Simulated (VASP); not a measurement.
# Al2Pt (Fm-3m) in VASP: notebook

Al2Pt is run at these levels: LDA, PBE; tasks: single point.

Everything below comes from runs of VASP 6.6.1. Logs are shortened: lines on timing, memory, paths and dates and some standing lists are left out, and cuts for length are marked.

**1. The cell of the first run**

Symmetry: Fm-3m, No. 225, cubic system. The conventional cell has a = 5.870 Å, b = 5.870 Å, c = 5.870 Å, α = 90.00°, β = 90.00°, γ = 90.00°. Pt (site symmetry m-3m) has 8 Al at 2.54 Å within 3.4 Å. Within 3.4 Å of Al (site symmetry -43m) lie 4 Pt at 2.54 Å and 6 Al at 2.94 Å.

**2. Single point, LDA**

File INCAR:

```
SYSTEM = Al2Pt
  PREC = Accurate
  ENCUT = 520
  EDIFF = 1E-7
  ISMEAR = -1
  SIGMA = 0.05
  LREAL = .False.
  LASPH = .True.
  NELM = 60
  ALGO = Fast
  ISIF = 2
  LWAVE = .False.
  LCHARG = .False.
  GGA = CA
  NBANDS = 15
```

File KPOINTS:

```
regular mesh
0
Gamma
  8 8 8
  0 0 0
```

File POSCAR:

```
Al2Pt
1.0
    0.0000000000      2.9351671877      2.9351671877
    2.9351671877      0.0000000000      2.9351671877
    2.9351671877      2.9351671877      0.0000000000
Pt Al
1 2
Direct
    0.0000000000      0.0000000000      0.0000000000
    0.7500000000      0.7500000000      0.7500000000
    0.2500000000      0.2500000000      0.2500000000
```

Potentials or basis: VASP PAW LDA potentials, release 64 (Pt, Al).

The run is started by

```bash
> cat potpaw_LDA.64/Pt/POTCAR potpaw_LDA.64/Al/POTCAR > POTCAR
> mpirun -np 1 vasp_std > vasp.out
```

OUTCAR:

```text
SYSTEM = Al2Pt
   PREC = Accurate
   ENCUT = 520
   EDIFF = 1E-7
   ISMEAR = -1
   LREAL = .False.
   LASPH = .True.
   NELM = 60
   ISIF = 2
   GGA = CA

 ion  position               nearest neighbor table
   1  0.000  0.000  0.000-   2 2.54   3 2.54   2 2.54   2 2.54   2 2.54   3 2.54   3 2.54   3 2.54

   2  0.750  0.750  0.750-   1 2.54   1 2.54   1 2.54   1 2.54   3 2.94   3 2.94   3 2.94   3 2.94
                             3 2.94   3 2.94
   3  0.250  0.250  0.250-   1 2.54   1 2.54   1 2.54   1 2.54   2 2.94   2 2.94   2 2.94   2 2.94
                             2 2.94   2 2.94

  LATTYP: Found a face centered cubic cell.
 ALAT       =     5.8703343754

  Lattice vectors:

 A1 = (   0.0000000000,   2.9351671877,   2.9351671877)
 A2 = (   2.9351671877,   0.0000000000,   2.9351671877)
 A3 = (   2.9351671877,   2.9351671877,   0.0000000000)

Analysis of symmetry for initial positions (statically):
=====================================================================
 Subroutine PRICEL returns:
 Original cell was already a primitive cell.

 Routine SETGRP: Setting up the symmetry group for a
 face centered cubic supercell.

 Subroutine GETGRP returns: Found 48 space group operations
 (whereof 48 operations were pure point group operations)
 out of a pool of 48 trial point group operations.

The static configuration has the point symmetry O_h .

Analysis of symmetry for dynamics (positions and initial velocities):
=====================================================================
 Subroutine PRICEL returns:
 Original cell was already a primitive cell.

 Routine SETGRP: Setting up the symmetry group for a
 face centered cubic supercell.

 Subroutine GETGRP returns: Found 48 space group operations
 (whereof 48 operations were pure point group operations)
 out of a pool of 48 trial point group operations.

The dynamic configuration has the point symmetry O_h .

 Subroutine INISYM returns: Found 48 space group operations
 (whereof 48 operations are pure point group operations),
 and found     1 'primitive' translations

----------------------------------------------------------------------------------------

                                     Primitive cell

  volume of cell :      50.5741

  direct lattice vectors                    reciprocal lattice vectors
     0.000000000  2.935167188  2.935167188    -0.170348048  0.170348048  0.170348048
     2.935167188  0.000000000  2.935167188     0.170348048 -0.170348048  0.170348048
     2.935167188  2.935167188  0.000000000     0.170348048  0.170348048 -0.170348048

  length of vectors
     4.150953245  4.150953245  4.150953245     0.295051474  0.295051474  0.295051474

[... 91 lines left out ...]
   TEBEG  =    0.0;   TEEND  =   0.0 temperature during run
   PSTRESS=    0.0 pullay stress
   NELECT =      16.0000    total number of electrons
   NUPDOWN=      -1.0000    fix difference up-down
   EMIN   =  10.00;   EMAX   =-10.00  energy-range for DOS
   EFERMI =   0.00;   METHOD = LEGACY
   ISMEAR =    -1;   SIGMA  =   0.05  broadening in eV -4-tet -1-fermi 0-gaus
   EFERMI_NEDOS =   21; number of points for ismear=-14 and -15
   IALGO  =     68    algorithm
   IMIX   =      4    mixing-type and parameters
     AMIX     =   0.40;   BMIX     =  1.00
     AMIX_MAG =   1.60;   BMIX_MAG =  1.00
  volume/ion in A,a.u.               =      16.86       113.76
  Fermi-wavevector in a.u.,A,eV,Ry     =   1.115506  2.108001 16.930465  1.244354
  Thomas-Fermi vector in A             =   2.252111
   LORBIT       =      0    0 simple, 1 ext, 2 COOP (PROOUT), +10 PAW based schemes
   GGA     = CA    functional components
   LHFCALC =     F    Hartree Fock is set to
   AEXX    =    0.0000 exact exchange contribution
   IVDW    =     0    specifies the selected vdW correction
   LEPSILON=     F    determine dielectric tensor
   LRPA    =     F    only Hartree local field effects (RPA)
 non-spin polarized calculation
 RMM-DIIS sequential band-by-band and
  energy-cutoff  :      520.00
  volume of cell :       50.57
 maximum number of plane-waves:      1380
   NGX = 15   NGY = 15   NGZ = 15

 number of electron      15.9999999 magnetization

 Free energy of the ion-electron system (eV)
  ---------------------------------------------------
  ext. energy  EPLUGINS =         0.00000000
  ---------------------------------------------------
  free energy    TOTEN  =       -18.58807789 eV

  energy without entropy =      -18.57574847  energy(sigma->0) =      -18.58191318

 E-fermi :   7.9180     XC(G=0): -10.9750

 val. band max:        7.8492744576   @ k =   0.3750   0.2500   0.0000
 cond. band min:       7.9474127736   @ k =  -0.3750   0.1250   0.0000
 fundamental gap:      0.0981383161
 Fermi energy:         7.9179513550

 k-point     1 :       0.0000    0.0000    0.0000
  band No.  band energies     occupation
      1      -2.4123      2.00000
      2       2.7656      2.00000
      3       2.7656      2.00000
      4       2.7656      2.00000
      5       4.1543      2.00000
      6       4.1543      2.00000
      7      10.9196      0.00000
      8      11.7910      0.00000
      9      11.7910      0.00000
     10      11.7910      0.00000
     11      13.4634      0.00000
     12      13.4634      0.00000
     13      13.4634      0.00000
     14      14.3009      0.00000
[... 401 lines left out ...]
      2       1.7882      2.00000
      3       2.9348      2.00000
      4       3.4318      2.00000
      5       3.7039      2.00000
      6       4.3593      2.00000
      7       4.6360      2.00000
      8       6.9622      2.00000
      9       8.0735      0.08530
     10      11.8258      0.00000
     11      13.2292      0.00000
     12      14.8620      0.00000
     13      15.2542      0.00000
     14      16.3955      0.00000
     15      16.9748      0.00000

 [... further k-points ...]
[... 5 lines left out ...]
  --------------------------------------------------------------------------------------
  -------------------------------------------------------------------------------------
  Total       -0.2646989     -0.2646989     -0.2646989      0.0000000     -0.0000000     -0.0000000
  in kB       -8.3855994     -8.3855994     -8.3855994      0.0000000     -0.0000000     -0.0000000
  external PRESSURE =      -8.3855994 kB  Pullay stress =       0.0000000 kB

 VOLUME and BASIS-vectors are now :
 -----------------------------------------------------------------------------
  energy-cutoff  :      520.00
  volume of cell :       50.57
      direct lattice vectors                 reciprocal lattice vectors
     0.000000000  2.935167188  2.935167188    -0.170348048  0.170348048  0.170348048
     2.935167188  0.000000000  2.935167188     0.170348048 -0.170348048  0.170348048
     2.935167188  2.935167188  0.000000000     0.170348048  0.170348048 -0.170348048

 POSITION                                       TOTAL-FORCE (eV/Angst)
 -----------------------------------------------------------------------------------
      0.00000      0.00000      0.00000        -0.000000      0.000000      0.000000
      4.40275      4.40275      4.40275        -0.000000     -0.000000     -0.000000
      1.46758      1.46758      1.46758         0.000000      0.000000      0.000000
 -----------------------------------------------------------------------------------
    total drift:                                0.000000     -0.000000      0.000000

  FREE ENERGIE OF THE ION-ELECTRON SYSTEM (eV)
  ---------------------------------------------------
  free  energy   TOTEN  =       -18.5880778878 eV

  energy  without entropy=      -18.5757484722  energy(sigma->0) =      -18.58191318
```

OSZICAR:

```text
N       E                     dE             d eps       ncg     rms          rms(c)
DAV:   1     0.495174782249E+02    0.49517E+02   -0.67089E+03   886   0.914E+02
DAV:   2    -0.175875546123E+02   -0.67105E+02   -0.59318E+02  1059   0.171E+02
DAV:   3    -0.192270948551E+02   -0.16395E+01   -0.16293E+01  1122   0.250E+01
DAV:   4    -0.192381976687E+02   -0.11103E-01   -0.11102E-01  1045   0.249E+00
DAV:   5    -0.192383549604E+02   -0.15729E-03   -0.15729E-03  1178   0.299E-01    0.891E+00
RMM:   6    -0.187249652135E+02    0.51339E+00   -0.15896E+00   879   0.804E+00    0.231E+00
RMM:   7    -0.186260050077E+02    0.98960E-01   -0.98370E-02   874   0.201E+00    0.162E+00
RMM:   8    -0.185880503134E+02    0.37955E-01   -0.38578E-02   887   0.142E+00    0.232E-01
RMM:   9    -0.185880568686E+02   -0.65552E-05   -0.56155E-03   947   0.524E-01    0.184E-01
RMM:  10    -0.185881059093E+02   -0.49041E-04   -0.14311E-03   940   0.257E-01    0.523E-02
RMM:  11    -0.185880758447E+02    0.30065E-04   -0.43536E-04   964   0.134E-01    0.270E-02
RMM:  12    -0.185880813593E+02   -0.55146E-05   -0.86345E-05  1016   0.542E-02    0.323E-02
RMM:  13    -0.185880805843E+02    0.77501E-06   -0.15046E-05  1019   0.223E-02    0.452E-02
RMM:  14    -0.185880783205E+02    0.22638E-05   -0.40492E-06   958   0.134E-02    0.184E-02
RMM:  15    -0.185880779232E+02    0.39727E-06   -0.13938E-06   950   0.767E-03    0.307E-03
RMM:  16    -0.185880778878E+02    0.35455E-07   -0.14959E-07   625   0.255E-03
   1 F= -.18588078E+02 E0= -.18581913E+02  d E =-.123294E-01
```

It took 16 s on 1 thread of Intel Xeon Platinum 8488C (Sapphire Rapids), shared host; peak memory 0.16 GiB.

What came out:

```
Free energy            : -18.5881 eV
Pressure               : -0.8 GPa
Band gap on the k mesh : zero (band 8 reaches 11.79 eV, above the bottom of band 9 at 6.32 eV)
```

Levels at points of the mesh, in eV from the Fermi level:
| k point | band 4 | band 5 | band 6 | band 7 | band 8 | band 9 | band 10 | band 11 | band 12 | band 13 |
| --- | --- | --- | --- | --- | --- | --- | --- | --- | --- | --- |
| (0.00, 0.00, 0.00) | -5.15 | -3.76 | -3.76 | 3.00 | 3.87 | 3.87 | 3.87 | 5.55 | 5.55 | 5.55 |
| (0.50, 0.00, 0.00) | -4.83 | -3.77 | -3.54 | -3.54 | 1.05 | 1.05 | 3.78 | 5.27 | 5.27 | 5.52 |
| (0.50, 0.50, 0.00) | -3.86 | -3.86 | -3.46 | -3.25 | -1.60 | -1.60 | 3.27 | 3.43 | 8.14 | 10.86 |

Caveat: spin-orbit coupling is left out, which moves the levels of the heavy elements.

**3. Single point, LDA**

This run uses another cell than the first one, of 17.20 Å³/atom, 1.020 times its volume.

File INCAR:

```
SYSTEM = Al2Pt
PREC     = Accurate       ! precision mode
ENCUT    = 520            ! plane-wave cutoff, eV
EDIFF    = 1E-6           ! SCF threshold, eV
ISMEAR   = -1             ! smearing method
SIGMA    = 0.05           ! smearing width, eV
LREAL    = .FALSE.        ! projectors in reciprocal space
LASPH    = .TRUE.         ! aspherical terms in the spheres
NELM     = 100            ! most SCF steps
ALGO     = Normal         ! electronic algorithm
ISIF     = 2              ! what is computed and relaxed
LWAVE    = .FALSE.        ! write WAVECAR
LCHARG   = .FALSE.        ! write CHGCAR
NBANDS   = 15             ! bands
```

File KPOINTS:

```
regular mesh
0
G
  8 8 8
  0 0 0
```

File POSCAR:

```
Al2Pt
1.0
    0.0000000000      2.9550000000      2.9550000000
    2.9550000000      0.0000000000      2.9550000000
    2.9550000000      2.9550000000      0.0000000000
Pt Al
1 2
Direct
    0.0000000000      0.0000000000      0.0000000000
    0.7500000000      0.7500000000      0.7500000000
    0.2500000000      0.2500000000      0.2500000000
```

Potentials or basis: VASP PAW LDA potentials, release 64 (Pt, Al).

The run is started by

```bash
> cat potpaw_LDA.64/Pt/POTCAR potpaw_LDA.64/Al/POTCAR > POTCAR
> mpirun -np 1 vasp_std > vasp.out
```

Run time: 11 s. Hardware: 1 thread of Intel Xeon Platinum 8488C (Sapphire Rapids), shared host; peak memory 0.16 GiB.

Results (log left out):

- Free energy: -18.5738 eV
- Pressure: -3.6 GPa
- Band gap on the k mesh: zero (band 8 reaches 11.53 eV, above the bottom of band 9 at 6.12 eV)

Levels at points of the mesh, in eV from the Fermi level:
```
           k point  band 6  band 7  band 8  band 9  band 10  band 11
(0.00, 0.00, 0.00)   -3.68    2.85    3.86    3.86     3.86     5.43
(0.50, 0.00, 0.00)   -3.46   -3.46    1.05    1.05     3.74     5.19
(0.50, 0.50, 0.00)   -3.40   -3.18   -1.56   -1.56     3.13     3.40
```

Caveat: spin-orbit coupling is left out, which moves the levels of the heavy elements.

**4. Single point, PBE**

File INCAR:

```
SYSTEM = Al2Pt
ALGO     = Normal         ! electronic algorithm
EDIFF    = 1E-7           ! SCF threshold, eV
ENCUT    = 520            ! plane-wave cutoff, eV
GGA      = PE             ! functional
ISIF     = 2              ! what is computed and relaxed
ISMEAR   = -1             ! smearing method
LASPH    = .True.         ! aspherical terms in the spheres
LCHARG   = .False.        ! write CHGCAR
LREAL    = .False.        ! projectors in reciprocal space
LWAVE    = .False.        ! write WAVECAR
NBANDS   = 15             ! bands
NELM     = 100            ! most SCF steps
PREC     = Accurate       ! precision mode
SIGMA    = 0.05           ! smearing width, eV
```

File KPOINTS:

```
k-points
0
Gamma
  8 8 8
  0 0 0
```

File POSCAR:

```
Al2Pt
1.0
    0.0000000000      2.9351671877      2.9351671877
    2.9351671877      0.0000000000      2.9351671877
    2.9351671877      2.9351671877      0.0000000000
Pt Al
1 2
Direct
    0.0000000000      0.0000000000      0.0000000000
    0.7500000000      0.7500000000      0.7500000000
    0.2500000000      0.2500000000      0.2500000000
```

Potentials or basis: VASP PAW PBE potentials, release 64 (Pt, Al).

The run is started by

```bash
> cat potpaw_PBE.64/Pt/POTCAR potpaw_PBE.64/Al/POTCAR > POTCAR
> mpirun -np 1 vasp_std > vasp.out
```

Wall time 15 s (1 thread of Intel Xeon Platinum 8488C (Sapphire Rapids), shared host); peak memory 0.18 GiB.

The run converged. Its results:

```
Free energy            : -16.2140 eV
Pressure               : 5.3 GPa
Band gap on the k mesh : zero (band 8 reaches 11.98 eV, above the bottom of band 9 at 6.50 eV)
```

Levels at points of the mesh, in eV from the Fermi level:
```
           k point  band 6  band 7  band 8  band 9  band 10  band 11
(0.00, 0.00, 0.00)   -3.75    3.14    3.86    3.86     3.86     5.55
(0.50, 0.00, 0.00)   -3.52   -3.52    1.04    1.04     3.84     5.27
(0.50, 0.50, 0.00)   -3.45   -3.24   -1.62   -1.62     3.31     3.44
```

Caveat: spin-orbit coupling is left out, which moves the levels of the heavy elements.

**5. Single point, PBE**

This run uses another cell than the first one, of 17.20 Å³/atom, 1.020 times its volume.

File INCAR:

```
PREC     = Accurate       # precision mode
ENCUT    = 520            # plane-wave cutoff, eV
EDIFF    = 1E-7           # SCF threshold, eV
ISMEAR   = -1             # smearing method
SIGMA    = 0.05           # smearing width, eV
LREAL    = F              # projectors in reciprocal space
LASPH    = T              # aspherical terms in the spheres
NELM     = 60             # most SCF steps
ALGO     = Fast           # electronic algorithm
ISIF     = 2              # what is computed and relaxed
LWAVE    = F              # write WAVECAR
LCHARG   = F              # write CHGCAR
GGA      = PE             # functional
NBANDS   = 15             # bands
```

File KPOINTS:

```
Automatic mesh
0
Gamma
  8 8 8
```

File POSCAR:

```
Al2Pt
1.0
    0.0000000000      2.9550000000      2.9550000000
    2.9550000000      0.0000000000      2.9550000000
    2.9550000000      2.9550000000      0.0000000000
Pt Al
1 2
Direct
    0.0000000000      0.0000000000      0.0000000000
    0.7500000000      0.7500000000      0.7500000000
    0.2500000000      0.2500000000      0.2500000000
```

The run is started by

```bash
> cat potpaw_PBE.64/Pt/POTCAR potpaw_PBE.64/Al/POTCAR > POTCAR
> mpirun -np 1 vasp_std > vasp.out
```

It took 16 s on 1 thread of Intel Xeon Platinum 8488C (Sapphire Rapids), shared host; peak memory 0.18 GiB.

Results (log left out):

```
Free energy            : -16.2385 eV
Pressure               : 2.3 GPa
Band gap on the k mesh : zero (band 8 reaches 11.72 eV, above the bottom of band 9 at 6.29 eV)
```

Levels at points of the mesh, in eV from the Fermi level:
```
           k point  band 6  band 7  band 8  band 9  band 10  band 11
(0.00, 0.00, 0.00)   -3.66    2.98    3.85    3.85     3.85     5.44
(0.50, 0.00, 0.00)   -3.44   -3.44    1.05    1.05     3.80     5.19
(0.50, 0.50, 0.00)   -3.38   -3.17   -1.58   -1.58     3.17     3.41
```

Caveat: spin-orbit coupling is left out, which moves the levels of the heavy elements.

**6. Overview**

```tsv
level	potentials or basis	cell	gap on the mesh (eV)	pressure (GPa)
LDA	VASP PAW LDA potentials, release 64 (Pt, Al)	a = 4.151 Å, angles 60.0°, 3 atoms	none	-0.8
LDA	VASP PAW LDA potentials, release 64 (Pt, Al)	a = 4.179 Å, angles 60.0°, 3 atoms	none	-3.6
PBE	VASP PAW PBE potentials, release 64 (Pt, Al)	a = 4.151 Å, angles 60.0°, 3 atoms	none	5.3
PBE	VASP PAW PBE potentials, release 64 (Pt, Al)	a = 4.179 Å, angles 60.0°, 3 atoms	none	2.3
```

Alike in all rows: task single point; no spin polarisation; k mesh 8 × 8 × 8; cutoff (eV) 520; smearing fermi-dirac 0.05 eV.

Caveats: spin-orbit coupling is left out, which moves the levels of the heavy elements.

Total energies depend on the potentials used, so only differences within one code and one set of settings carry meaning.
